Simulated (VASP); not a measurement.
Mg64O64F (a cell with a defect): single point with PBE

The system is Mg64O64F (a cell with a defect).

```
Mg O F
1.0
     0.00000    8.50876    8.50876
     8.50876    0.00000    8.50876
     8.50876    8.50876    0.00000
Mg O F
64 64 1
Direct
  0.00061 0.00355 0.99923
  0.00059 0.00365 0.24641
  0.99970 0.00234 0.49692
  0.99970 0.00253 0.75104
  0.00233 0.25539 0.99607
  0.00110 0.25241 0.24772
  0.00037 0.25025 0.49972
  0.00115 0.25263 0.74869
  0.01060 0.51055 0.99159
  0.00140 0.50145 0.24917
  0.00167 0.50177 0.49780
  0.01143 0.51143 0.73641
  0.99542 0.75500 0.01088
  0.99999 0.75043 0.24944
  0.99455 0.75587 0.48821
  0.97587 0.77455 0.75052
  0.25005 0.00016 0.99992
  0.24925 0.99779 0.25206
  0.24809 0.99504 0.50337
  0.24929 0.99802 0.75081
  0.25073 0.24778 0.00296
  0.24980 0.24691 0.25297
  0.24980 0.24686 0.50023
  0.25071 0.24806 0.74858
  0.25483 0.49559 0.01091
  0.25040 0.50002 0.24948
  0.25555 0.49488 0.48834
  0.27509 0.47533 0.75073
  0.24897 0.74902 0.00160
  0.24865 0.74875 0.25081
  0.23900 0.73900 0.50884
  0.23987 0.73983 0.76232
  0.49913 0.99908 0.00163
  0.49831 0.99832 0.25234
  0.49835 0.99839 0.50095
  0.49912 0.99911 0.75023
  0.50199 0.24843 0.00122
  0.50129 0.24913 0.24975
  0.50200 0.24842 0.49849
  0.50539 0.24503 0.74985
  0.50351 0.50062 0.99926
  0.50356 0.50062 0.24648
  0.50236 0.49971 0.49693
  0.50264 0.49969 0.75104
  0.50017 0.75005 0.99993
  0.49780 0.74927 0.25204
  0.49503 0.74809 0.50338
  0.49801 0.74932 0.75081
  0.74844 0.00198 0.00117
  0.74908 0.00134 0.24972
  0.74833 0.00209 0.49848
  0.74526 0.00516 0.74984
  0.75210 0.25211 0.99855
  0.75203 0.25207 0.24727
  0.75131 0.25130 0.49804
  0.75134 0.25129 0.74941
  0.75538 0.50232 0.99608
  0.75240 0.50113 0.24770
  0.75026 0.50037 0.49971
  0.75263 0.50117 0.74868
  0.74789 0.75072 0.00286
  0.74687 0.74981 0.25296
  0.74677 0.74983 0.50023
  0.74808 0.75072 0.74853
  0.12578 0.12640 0.12360
  0.12457 0.12405 0.37600
  0.12462 0.12403 0.62536
  0.12584 0.12638 0.87418
  0.12783 0.36997 0.12940
  0.12583 0.37201 0.37597
  0.12804 0.36974 0.62270
  0.13177 0.37209 0.87325
  0.12520 0.62522 0.13658
  0.12518 0.62524 0.36138
  0.12492 0.62552 0.57210
  0.12510 0.62533 0.92455
  0.12453 0.87843 0.12339
  0.12231 0.88083 0.36994
  0.11874 0.87815 0.62667
  0.12258 0.88050 0.87678
  0.37589 0.12304 0.12655
  0.37508 0.12275 0.37605
  0.37594 0.12313 0.62451
  0.37683 0.12403 0.87461
  0.37823 0.37219 0.12701
  0.37841 0.37201 0.37238
  0.38092 0.36950 0.62248
  0.38125 0.36917 0.87757
  0.37841 0.62459 0.12339
  0.38069 0.62239 0.37005
  0.37832 0.61866 0.62669
  0.38045 0.62259 0.87678
  0.37501 0.87499 0.12481
  0.37266 0.87266 0.37747
  0.37267 0.87268 0.62720
  0.37507 0.87506 0.87511
  0.62520 0.12522 0.12535
  0.62518 0.12524 0.37421
  0.62521 0.12521 0.62409
  0.62525 0.12517 0.87558
  0.62767 0.37534 0.12347
  0.62729 0.37448 0.37316
  0.62639 0.37359 0.62506
  0.62738 0.37454 0.87506
  0.62639 0.62580 0.12359
  0.62404 0.62458 0.37597
  0.62402 0.62464 0.62536
  0.62637 0.62585 0.87419
  0.62306 0.87589 0.12653
  0.62272 0.87510 0.37605
  0.62310 0.87598 0.62449
  0.62406 0.87676 0.87462
  0.87531 0.12770 0.12345
  0.87444 0.12732 0.37315
  0.87366 0.12636 0.62502
  0.87454 0.12736 0.87505
  0.87774 0.37775 0.12214
  0.87536 0.37535 0.37482
  0.87543 0.37541 0.62440
  0.87776 0.37776 0.87237
  0.86992 0.62784 0.12943
  0.87199 0.62589 0.37593
  0.86960 0.62811 0.62265
  0.87226 0.63168 0.87315
  0.87215 0.87827 0.12700
  0.87191 0.87851 0.37232
  0.86945 0.88097 0.62248
  0.86929 0.88113 0.87744
  0.12554 0.62483 0.74798
```

```yaml
Program: VASP 6.6.1
Task: single point
Functional: PBE
Potentials_or_basis: VASP PAW PBE potentials, release 64 (Mg, O, F)
Cutoff: 520 eV
k_mesh: 1 × 1 × 1
Occupations: fermi-dirac, width 0.01 eV
Spin: no spin polarisation
```

```
Largest force : 0.027 eV/Å
```

Forces on the atoms (eV/Å):
```
Mg  -0.005  0.004  0.006
Mg  -0.004  0.006  0.003
Mg  -0.004  0.000  0.002
Mg  -0.004  0.005  0.003
Mg  -0.001  0.001  0.005
Mg   0.000  0.001  0.005
Mg  -0.001  0.000  0.000
Mg  -0.001 -0.002  0.003
Mg  -0.002 -0.001  0.012
Mg  -0.004 -0.003  0.008
Mg  -0.002  0.000  0.005
Mg   0.000 -0.001  0.003
Mg  -0.010  0.004  0.000
Mg  -0.006  0.008  0.000
Mg  -0.009  0.000 -0.001
Mg  -0.015  0.001  0.000
Mg  -0.001 -0.001 -0.001
Mg   0.001  0.000 -0.002
Mg   0.001 -0.003 -0.004
Mg   0.002  0.001 -0.003
Mg   0.004 -0.005  0.000
Mg   0.005 -0.006 -0.008
Mg   0.005 -0.002 -0.005
Mg   0.002 -0.003 -0.001
Mg   0.001 -0.007  0.000
Mg   0.007 -0.008  0.000
Mg  -0.004 -0.009 -0.001
Mg   0.004 -0.026 -0.001
Mg  -0.005 -0.003 -0.008
Mg  -0.001  0.000 -0.004
Mg  -0.001 -0.001 -0.004
Mg  -0.002 -0.001 -0.012
Mg  -0.002 -0.002  0.000
Mg  -0.003 -0.003 -0.004
Mg   0.003  0.003 -0.003
Mg   0.001  0.001  0.002
Mg  -0.005 -0.003  0.000
Mg   0.004 -0.001 -0.001
Mg   0.004  0.004 -0.001
Mg  -0.001 -0.001 -0.001
Mg   0.004 -0.006  0.006
Mg   0.007 -0.004  0.005
Mg   0.000 -0.005  0.000
Mg   0.006 -0.004 -0.001
Mg  -0.001  0.000 -0.002
Mg  -0.001  0.001 -0.003
Mg  -0.003  0.001 -0.004
Mg   0.001  0.002 -0.005
Mg  -0.002 -0.005  0.000
Mg   0.000  0.005 -0.001
Mg   0.003  0.004 -0.001
Mg   0.002 -0.005 -0.001
Mg  -0.003 -0.003  0.004
Mg   0.003  0.003  0.002
Mg   0.001  0.002 -0.002
Mg  -0.002 -0.002 -0.001
Mg   0.002 -0.002  0.005
Mg   0.000  0.000  0.003
Mg  -0.001 -0.001  0.000
Mg  -0.001 -0.001  0.001
Mg  -0.005  0.002 -0.003
Mg  -0.005  0.005 -0.008
Mg  -0.002  0.005 -0.002
Mg  -0.003  0.002 -0.002
O   -0.005 -0.003  0.002
O    0.001  0.002 -0.002
O   -0.004  0.000 -0.001
O    0.003  0.003  0.004
O   -0.003  0.006  0.004
O   -0.006  0.006  0.003
O   -0.002  0.001  0.005
O   -0.003 -0.002 -0.003
O   -0.002 -0.002 -0.001
O    0.012  0.013  0.004
O    0.008  0.021  0.003
O   -0.002  0.000  0.000
O    0.006 -0.001  0.003
O    0.007 -0.001 -0.006
O    0.003 -0.002  0.001
O    0.005 -0.003  0.000
O    0.005 -0.001  0.003
O    0.001 -0.001  0.000
O   -0.002 -0.002  0.004
O    0.002 -0.001 -0.005
O   -0.005  0.000 -0.001
O    0.004  0.003  0.000
O   -0.009  0.005  0.004
O   -0.002  0.014  0.003
O   -0.001  0.006 -0.001
O   -0.005  0.007 -0.006
O   -0.005  0.003  0.003
O   -0.003  0.006  0.000
O    0.002 -0.002 -0.004
O    0.004  0.003  0.001
O   -0.001 -0.002 -0.003
O    0.004  0.001  0.003
O   -0.001  0.000 -0.001
O    0.000 -0.001  0.005
O   -0.006 -0.005  0.000
O    0.004  0.006  0.004
O    0.000  0.004 -0.002
O   -0.001 -0.001 -0.002
O    0.001  0.002  0.004
O   -0.002  0.000 -0.003
O   -0.004 -0.003  0.002
O    0.002  0.003 -0.003
O   -0.002 -0.003 -0.001
O    0.000  0.003  0.003
O   -0.001  0.005  0.004
O    0.000  0.000  0.000
O   -0.002 -0.002  0.004
O   -0.001  0.002 -0.002
O    0.004 -0.001 -0.002
O   -0.001 -0.002 -0.002
O    0.004  0.001  0.000
O    0.000 -0.002 -0.005
O   -0.001 -0.002 -0.004
O    0.002 -0.001 -0.004
O    0.000 -0.003 -0.002
O    0.002  0.001  0.001
O    0.004 -0.003  0.005
O    0.006 -0.006 -0.001
O    0.001  0.001  0.003
O   -0.001 -0.002 -0.003
O   -0.001 -0.008 -0.002
O    0.003  0.001  0.000
O    0.001 -0.004  0.003
O    0.011 -0.001  0.003
F    0.021  0.008  0.001
```

Levels at points of the mesh, in eV from the Fermi level:
```csv
k point,band 257,band 258,band 259,band 260,band 261,band 262,band 263,band 264
"(0.00, 0.00, 0.00)",-2.31,-2.20,-1.78,-0.29,1.99,4.25,4.27,4.33
```

Wall time 21 min on 1 thread of Intel(R) Xeon(R) Platinum 8259CL CPU @ 2.50GHz (Skylake/Cascade Lake), with other jobs on the host, peak memory 1.4 GiB.

Caveat: the k points lie up to 0.64 Å⁻¹ apart; the cell carries a net charge on a neutralising background, which shifts energy and pressure; the cell is charged against a uniform background, so pressure and absolute levels hang on convention.
